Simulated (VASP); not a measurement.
# CdF2 (R3m) in VASP: further runs

Runs on CdF2. Level: LDA. Tasks: single point.

Program: VASP 6.6.1. These are calculated values, not measurements. Logs are shortened: lines on timing, memory, paths and dates and some standing lists are left out, and cuts for length are marked.

## 1. The cell of the first run

It takes space group R3m (No. 160, trigonal). Conventional cell: a = 3.810 Å, b = 3.810 Å, c = 9.332 Å, α = 90.00°, β = 90.00°, γ = 120.00°. Cd (site symmetry 3m) has 8 F at 2.30 to 2.37 Å within 3.0 Å. F (site symmetry 3m) has 4 Cd at 2.30 to 2.35 Å and 6 F at 2.69 Å within 3.0 Å. Within 3.1 Å of F (site symmetry 3m) lie 4 Cd at 2.32 to 2.37 Å and 6 F at 2.69 Å.

## 2. Single point, LDA (all Cd atoms moved +0.037 Å, as atom 1 along Cartesian [1 1 1])

Input file INCAR:

```
SYSTEM = CdF2
  PREC = Accurate
  ENCUT = 520
  EDIFF = 1E-7
  ISMEAR = 0
  SIGMA = 0.05
  LREAL = .False.
  LASPH = .True.
  NELM = 80
  ALGO = Normal
  ISIF = 2
  LWAVE = .False.
  LCHARG = .True.
  GGA = CA
  LELF = .True.
  LVHAR = .True.
  NBANDS = 20
```

Input file KPOINTS:

```
regular mesh
0
Gamma
  8 8 8
  0 0 0
```

Input file POSCAR:

```
CdF2
1.0
    0.0000000000      2.6940000000      2.6940000000
    2.6940000000      0.0000000000      2.6940000000
    2.6940000000      2.6940000000      0.0000000000
Cd F
1 2
Direct
    0.0040183064      0.0040183064      0.0040183064
    0.2500000000      0.2500000000      0.2500000000
    0.7500000000      0.7500000000      0.7500000000
```

Potentials or basis: VASP PAW LDA potentials, release 64 (Cd, F).

Command:

```sh
cat potpaw_LDA.64/Cd/POTCAR potpaw_LDA.64/F/POTCAR > POTCAR
mpirun -np 1 vasp_std > vasp.out
```

OUTCAR:

```text
SYSTEM = CdF2
   PREC = Accurate
   ENCUT = 520
   EDIFF = 1E-7
   ISMEAR = 0
   LREAL = .False.
   LASPH = .True.
   NELM = 80
   ISIF = 2
   GGA = CA

 ion  position               nearest neighbor table
   1  0.004  0.004  0.004-   2 2.30   3 2.32   3 2.32   3 2.32   2 2.35   2 2.35   2 2.35   3 2.37

   2  0.250  0.250  0.250-   1 2.30   1 2.35   1 2.35   1 2.35
   3  0.750  0.750  0.750-   1 2.32   1 2.32   1 2.32   1 2.37

  LATTYP: Found a face centered cubic cell.
 ALAT       =     5.3880000000

  Lattice vectors:

 A1 = (   0.0000000000,   2.6940000000,   2.6940000000)
 A2 = (   2.6940000000,   0.0000000000,   2.6940000000)
 A3 = (   2.6940000000,   2.6940000000,   0.0000000000)

Analysis of symmetry for initial positions (statically):
=====================================================================
 Subroutine PRICEL returns:
 Original cell was already a primitive cell.

 Routine SETGRP: Setting up the symmetry group for a
 face centered cubic supercell.

 Subroutine GETGRP returns: Found  6 space group operations
 (whereof  6 operations were pure point group operations)
 out of a pool of 48 trial point group operations.

The static configuration has the point symmetry C_3v.

Analysis of symmetry for dynamics (positions and initial velocities):
=====================================================================
 Subroutine PRICEL returns:
 Original cell was already a primitive cell.

 Routine SETGRP: Setting up the symmetry group for a
 face centered cubic supercell.

 Subroutine GETGRP returns: Found  6 space group operations
 (whereof  6 operations were pure point group operations)
 out of a pool of 48 trial point group operations.

The dynamic configuration has the point symmetry C_3v.

 Subroutine INISYM returns: Found  6 space group operations
 (whereof  6 operations are pure point group operations),
 and found     1 'primitive' translations

----------------------------------------------------------------------------------------

                                     Primitive cell

  volume of cell :      39.1041

  direct lattice vectors                    reciprocal lattice vectors
     0.000000000  2.694000000  2.694000000    -0.185597624  0.185597624  0.185597624
     2.694000000  0.000000000  2.694000000     0.185597624 -0.185597624  0.185597624
     2.694000000  2.694000000  0.000000000     0.185597624  0.185597624 -0.185597624

  length of vectors
     3.809891337  3.809891337  3.809891337     0.321464515  0.321464515  0.321464515

  position of ions in fractional coordinates (direct lattice)
     0.004018306  0.004018306  0.004018306
     0.250000000  0.250000000  0.250000000
     0.750000000  0.750000000  0.750000000

  ion indices of the primitive-cell ions
   primitive index   ion index
                 1           1
                 2           2
                 3           3

----------------------------------------------------------------------------------------

 KPOINTS: regular mesh

Automatic generation of k-mesh.
 Grid dimensions read from file:
 generate k-points for:    8    8    8

 Generating k-lattice:

  Cartesian coordinates                     Fractional coordinates (reciprocal lattice)
    -0.023199703  0.023199703  0.023199703     0.125000000  0.000000000  0.000000000
     0.023199703 -0.023199703  0.023199703     0.000000000  0.125000000  0.000000000
     0.023199703  0.023199703 -0.023199703     0.000000000  0.000000000  0.125000000

  Length of vectors
     0.040183064  0.040183064  0.040183064

  Shift w.r.t. Gamma in fractional coordinates (k-lattice)
     0.000000000  0.000000000  0.000000000

 Subroutine IBZKPT returns following result:
 ===========================================

 Found     65 irreducible k-points:

 Following reciprocal coordinates:
            Coordinates               Weight
  0.000000  0.000000  0.000000      1.000000
  0.125000  0.000000  0.000000      6.000000
  0.125000  0.125000  0.125000      2.000000
  0.250000  0.000000  0.000000      6.000000
  0.250000  0.250000  0.250000      2.000000
  0.375000  0.000000  0.000000      6.000000
[... 16 lines left out ...]
 -0.250000  0.125000  0.000000     12.000000
  0.125000  0.125000  0.375000      6.000000
 [... further k-points ...]
   k-points           NKPTS =     65   k-points in BZ     NKDIM =     65   number of bands    NBANDS=     20
   number of dos      NEDOS =    301   number of ions     NIONS =      3
   total plane-waves  NPLWV =  21952
   dimension x,y,z NGX =    28 NGY =   28 NGZ =   28
   dimension x,y,z NGXF=    56 NGYF=   56 NGZF=   56
   ions per type =               1   2
   NGX,Y,Z   is equivalent  to a cutoff of  12.22, 12.22, 12.22 a.u.
   NGXF,Y,Z  is equivalent  to a cutoff of  24.44, 24.44, 24.44 a.u.
 SYSTEM =  CdF2
   PREC   = accura    normal or accurate (medium, high low for compatibility)
   ISTART =      0    job   : 0-new  1-cont  2-samecut
   ICHARG =      2    charge: 1-file 2-atom 10-const
   ISPIN  =      1    spin polarized calculation?
   LNONCOLLINEAR =      F non collinear calculations
   LSORBIT =      F    spin-orbit coupling
   LASPH  =      T    aspherical Exc in radial PAW
   ENCUT  =  520.0 eV  38.22 Ry    6.18 a.u.   7.08  7.08  7.08*2*pi/ulx,y,z
   NELM   =     80;   NELMIN=  2; NELMDL= -5     # of ELM steps
   EDIFF  = 0.1E-06   stopping-criterion for ELM
   LREAL  =      F    real-space projection
   EDIFFG = 0.1E-05   stopping-criterion for IOM
   NSW    =      0    number of steps for IOM
   IBRION =     -1    ionic relax: 0-MD 1-quasi-New 2-CG
   NFREE  =      0    steps in history (QN), initial steepest desc. (CG)
   ISIF   =      2    stress and relaxation
   ISYM   =      2    0-nonsym 1-usesym 2-fastsym
   POTIM  = 0.5000    time-step for ionic-motion
   TEBEG  =    0.0;   TEEND  =   0.0 temperature during run
   PSTRESS=    0.0 pullay stress
   NELECT =      26.0000    total number of electrons
   NUPDOWN=      -1.0000    fix difference up-down
   EMIN   =  10.00;   EMAX   =-10.00  energy-range for DOS
   EFERMI =   0.00;   METHOD = LEGACY
   ISMEAR =     0;   SIGMA  =   0.05  broadening in eV -4-tet -1-fermi 0-gaus
   EFERMI_NEDOS =   21; number of points for ismear=-14 and -15
   IALGO  =     38    algorithm
   IMIX   =      4    mixing-type and parameters
     AMIX     =   0.40;   BMIX     =  1.00
     AMIX_MAG =   1.60;   BMIX_MAG =  1.00
  volume/ion in A,a.u.               =      13.03        87.96
  Fermi-wavevector in a.u.,A,eV,Ry     =   1.428867  2.700166 27.778468  2.041660
  Thomas-Fermi vector in A             =   2.548882
   LORBIT       =      0    0 simple, 1 ext, 2 COOP (PROOUT), +10 PAW based schemes
   GGA     = CA    functional components
   LHFCALC =     F    Hartree Fock is set to
   AEXX    =    0.0000 exact exchange contribution
   IVDW    =     0    specifies the selected vdW correction
   LEPSILON=     F    determine dielectric tensor
   LRPA    =     F    only Hartree local field effects (RPA)
 non-spin polarized calculation
 Gauss-broadening in eV      SIGMA  =   0.05
  energy-cutoff  :      520.00
  volume of cell :       39.10
 maximum number of plane-waves:      1067
   NGX = 15   NGY = 15   NGZ = 15

 number of electron      25.9999978 magnetization

 Free energy of the ion-electron system (eV)
  ---------------------------------------------------
  ext. energy  EPLUGINS =         0.00000000
  ---------------------------------------------------
  free energy    TOTEN  =       -12.71222676 eV

  energy without entropy =      -12.71222676  energy(sigma->0) =      -12.71222676

 E-fermi :  -1.3807     XC(G=0): -11.1267

 val. band max:       -1.6626414207   @ k =  -0.2500   0.5000   0.2500
 cond. band min:       1.1358205775   @ k =   0.0000   0.0000   0.0000
 fundamental gap:      2.7984619981
 Fermi energy:        -1.3806975278

 k-point     1 :       0.0000    0.0000    0.0000
  band No.  band energies     occupation
      1     -22.1096      2.00000
      2     -20.9283      2.00000
      3      -7.3041      2.00000
      4      -7.3038      2.00000
      5      -7.3038      2.00000
      6      -6.0242      2.00000
[... 12 lines left out ...]
     19      17.8640      0.00000
     20      17.8640      0.00000

 k-point     2 :       0.1250    0.0000    0.0000
  band No.  band energies     occupation
      1     -22.0562      2.00000
      2     -20.9751      2.00000
      3      -7.2496      2.00000
      4      -7.2426      2.00000
      5      -7.1256      2.00000
      6      -6.0438      2.00000
[... 12 lines left out ...]
     19      17.4603      0.00000
     20      17.4641      0.00000

 k-point     3 :       0.1250    0.1250    0.1250
  band No.  band energies     occupation
      1     -22.0562      2.00000
      2     -20.9751      2.00000
      3      -7.2427      2.00000
      4      -7.2427      2.00000
      5      -7.1326      2.00000
      6      -6.0437      2.00000
[... 12 lines left out ...]
     19      17.4596      0.00000
     20      17.4596      0.00000

 k-point     4 :       0.2500    0.0000    0.0000
  band No.  band energies     occupation
      1     -21.9123      2.00000
      2     -21.1038      2.00000
      3      -7.1073      2.00000
      4      -7.1009      2.00000
      5      -6.6645      2.00000
      6      -6.0609      2.00000
[... 12 lines left out ...]
     19      16.7888      0.00000
     20      17.4598      0.00000

 k-point     5 :       0.2500    0.2500    0.2500
  band No.  band energies     occupation
      1     -21.9123      2.00000
      2     -21.1039      2.00000
      3      -7.1015      2.00000
      4      -7.1015      2.00000
      5      -6.6712      2.00000
      6      -6.0602      2.00000
[... 12 lines left out ...]
     19      16.7870      0.00000
     20      17.4537      0.00000
[... 353 lines left out ...]
      6      -5.9846      2.00000
[... 12 lines left out ...]
     19      16.1225      0.00000
     20      18.7328      0.00000

 k-point    22 :      -0.3750    0.5000   -0.3750
  band No.  band energies     occupation
      1     -21.6247      2.00000
      2     -21.3585      2.00000
      3      -6.9362      2.00000
      4      -6.8739      2.00000
      5      -6.0716      2.00000
      6      -5.9830      2.00000
[... 12 lines left out ...]
     19      16.1207      0.00000
     20      18.7340      0.00000

 k-point    23 :      -0.2500    0.1250    0.0000
  band No.  band energies     occupation
      1     -21.8174      2.00000
      2     -21.1848      2.00000
      3      -7.0235      2.00000
      4      -6.9823      2.00000
      5      -6.3910      2.00000
      6      -6.1567      2.00000
[... 12 lines left out ...]
     19      16.1150      0.00000
     20      18.9015      0.00000

 k-point    24 :       0.1250    0.1250    0.3750
  band No.  band energies     occupation
      1     -21.8174      2.00000
      2     -21.1849      2.00000
      3      -7.0256      2.00000
      4      -6.9775      2.00000
      5      -6.3945      2.00000
      6      -6.1568      2.00000
[... 12 lines left out ...]
     19      16.1103      0.00000
     20      18.9034      0.00000

 [... further k-points ...]

------------------------ aborting loop because EDIFF is reached ----------------------------------------

  FORCE on cell =-STRESS in cart. coord.  units (eV):
  Direction    XX          YY          ZZ          XY          YZ          ZX
  --------------------------------------------------------------------------------------
  -------------------------------------------------------------------------------------
  Total       -1.1345405     -1.1345405     -1.1345405      0.0123123      0.0123123      0.0123123
  in kB      -46.4844609    -46.4844609    -46.4844609      0.5044588      0.5044588      0.5044588
  external PRESSURE =     -46.4844609 kB  Pullay stress =       0.0000000 kB

 VOLUME and BASIS-vectors are now :
 -----------------------------------------------------------------------------
  energy-cutoff  :      520.00
  volume of cell :       39.10
      direct lattice vectors                 reciprocal lattice vectors
     0.000000000  2.694000000  2.694000000    -0.185597624  0.185597624  0.185597624
     2.694000000  0.000000000  2.694000000     0.185597624 -0.185597624  0.185597624
     2.694000000  2.694000000  0.000000000     0.185597624  0.185597624 -0.185597624

 POSITION                                       TOTAL-FORCE (eV/Angst)
 -----------------------------------------------------------------------------------
      0.02165      0.02165      0.02165        -0.106694     -0.106694     -0.106694
      1.34700      1.34700      1.34700         0.059596      0.059596      0.059596
      4.04100      4.04100      4.04100         0.047098      0.047098      0.047098
 -----------------------------------------------------------------------------------
    total drift:                               -0.000045     -0.000045     -0.000045

  FREE ENERGIE OF THE ION-ELECTRON SYSTEM (eV)
  ---------------------------------------------------
  free  energy   TOTEN  =       -12.7122267628 eV

  energy  without entropy=      -12.7122267628  energy(sigma->0) =      -12.71222676
```

It took 19 s on 1 thread of Intel Xeon 6975P-C (Granite Rapids), shared host; peak memory 0.17 GiB.

Results:

| Property | Result |
| --- | --- |
| Free energy | -12.7122 eV |
| Pressure | -4.6 GPa |
| Largest force | 0.185 eV/Å |
| Band gap on the k mesh | 2.80 eV, indirect (least direct gap 3.28 eV) |

Forces in eV/Å, atoms in the order of the input:
```
Cd  -0.107 -0.107 -0.107
F    0.060  0.060  0.060
F    0.047  0.047  0.047
```

Caveat: the cell differs from its parent crystal (all Cd atoms moved +0.037 Å, as atom 1 along Cartesian [1 1 1]). A k mesh can miss the band edges.

[end of part 1 of 2]
